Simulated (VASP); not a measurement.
Set up this calculation in VASP 6.6.1, as the native input.

```yaml
Task: single point
Functional: PBEsol
Potentials_or_basis: VASP PAW PBE potentials, release 64 (Al, N)
Cutoff: 600 eV
k_mesh: 8 × 8 × 8
Occupations: gaussian, width 0.05 eV
Spin: no spin polarisation
Dipole_correction: no
Further_INCAR_settings: ALGO = Normal; EDIFF = 1e-06; NBANDS = 26
```

The structure of AlN lies in POSCAR:

```
AlN
1.0
   -3.1136926464      0.0000000000      0.0000000000
    0.0000000000      5.3930738627      0.0000000000
    1.5568463232     -2.6965369313     -4.9834165464
Al N
4 4
Direct
    0.9989971544      0.3360108944      0.9979943089
    0.4994947695      0.8291476962      0.9989895389
    0.2482547608      0.9146231333      0.4965095215
    0.7502371631      0.4172021239      0.5004743263
    0.8180332017      0.1504641406      0.6360664034
    0.2984748744      0.6327106022      0.5969497488
    0.0582540380      0.6901538899      0.1165080761
    0.5582540381      0.2596875195      0.1165080761
```

This cell differs from its parent crystal: atoms displaced along a vibrational mode.

One way to write it, as run:

INCAR

```
PREC = Accurate
ENCUT = 600
EDIFF = 1E-6
ISMEAR = 0
SIGMA = 0.05
LREAL = False
LASPH = True
NELM = 120
ALGO = Normal
ISIF = 2
LWAVE = False
LCHARG = False
GGA = PS
NBANDS = 26
GGA_COMPAT = False
```

KPOINTS

```
regular mesh
0
Gamma
  8 8 8
```

Potentials or basis: VASP PAW PBE potentials, release 64 (Al, N).

Command:

```bash
$ cat potpaw_PBE.64/Al/POTCAR potpaw_PBE.64/N/POTCAR > POTCAR
$ mpirun -np 1 vasp_std > vasp.out
```

Results of the run:

```yaml
Pressure: 4.0 GPa
Largest_force: 6.560 eV/Å
Band_gap_on_the_k_mesh: 3.79 eV
```

Caveat: the cell differs from its parent crystal (atoms displaced along a vibrational mode); the cell stands under pressure; the PAW data sets were made with another functional, which shifts forces and pressure a little.

It took 3.8 min on 1 thread of Intel(R) Xeon(R) Platinum 8488C (Sapphire Rapids), with other jobs on the host, peak memory 0.44 GiB.
